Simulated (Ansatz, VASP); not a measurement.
## One calculation of BaZrO3, two programs

Contents of POSCAR:

```
BaZrO3
1.0
    4.2469950612      0.0000000000      0.0000000000
    0.0000000000      4.2469950612      0.0000000000
    0.0000000000      0.0000000000      4.2469950612
Ba Zr O
1 1 3
Direct
    0.0000000000      0.0000000000      0.0000000000
    0.5000000000      0.5000000000      0.5000000000
    0.5000000000      0.5000000000      0.0000000000
    0.5000000000      0.0000000000      0.5000000000
    0.0000000000      0.5000000000      0.5000000000
```

File INCAR.step1:

```
ALGO = Normal
EDIFF = 1E-4
ENCUT = 520
GGA = PE
ISMEAR = 0
LASPH = True
LCHARG = False
LREAL = False
LWAVE = True
NBANDS = 28
NELM = 60
PREC = Accurate
SIGMA = 0.01
```

INCAR.step2

```
ALGO = Normal
EDIFF = 1E-7
ENCUT = 520
ISIF = 2
ISMEAR = 0
ISTART = 1
LASPH = True
LCHARG = False
LMIXTAU = True
LREAL = False
LWAVE = False
METAGGA = R2SCAN
NBANDS = 28
NELM = 60
PREC = Accurate
SIGMA = 0.01
```

The input KPOINTS:

```
k-points
0
Gamma
  6 6 6
```

Input for Ansatz:

```yaml
crystal:
  lattice:
    - [4.2469950612, 0.0, 0.0]
    - [0.0, 4.2469950612, 0.0]
    - [0.0, 0.0, 4.2469950612]
  atoms:
    - { symbol: Ba, position: [0.0, 0.0, 0.0] }
    - { symbol: Zr, position: [0.5, 0.5, 0.5] }
    - { symbol: O, position: [0.5, 0.5, 0.0] }
    - { symbol: O, position: [0.5, 0.0, 0.5] }
    - { symbol: O, position: [0.0, 0.5, 0.5] }
kpoints:
  mp_grid: { grid: [6, 6, 6] }
hamiltonian:
  xc: r2scan
scf:
  occupations: { method: fixed }
  n_extra_bands: 5
output:
  forces: true
  stress: true
  eigenvalues: true
```

Alike in both runs: task single point; functional r2SCAN; k mesh 6 × 6 × 6; no spin polarisation.

|  | VASP | Ansatz |
| --- | --- | --- |
| version | VASP 6.6.1 | Ansatz 0.2.0 |
| potentials or method | VASP PAW PBE potentials, release 64 (Ba_sv, Zr_sv, O) | plane waves, PAW |
| plane-wave cutoff (eV) | 520 | 500 |
| occupations | gaussian, width 0.01 eV | fixed |
| valence electrons in the cell | 40 | 40 |

```csv
,VASP,Ansatz,Ansatz less VASP
gap on the k mesh at the Fermi level (eV),3.60,3.65,+0.049
pressure (GPa),-3.7,-4.6,-0.90
```

VASP's potentials were made for PBE, not for r2SCAN.

Spin-orbit coupling is off throughout.
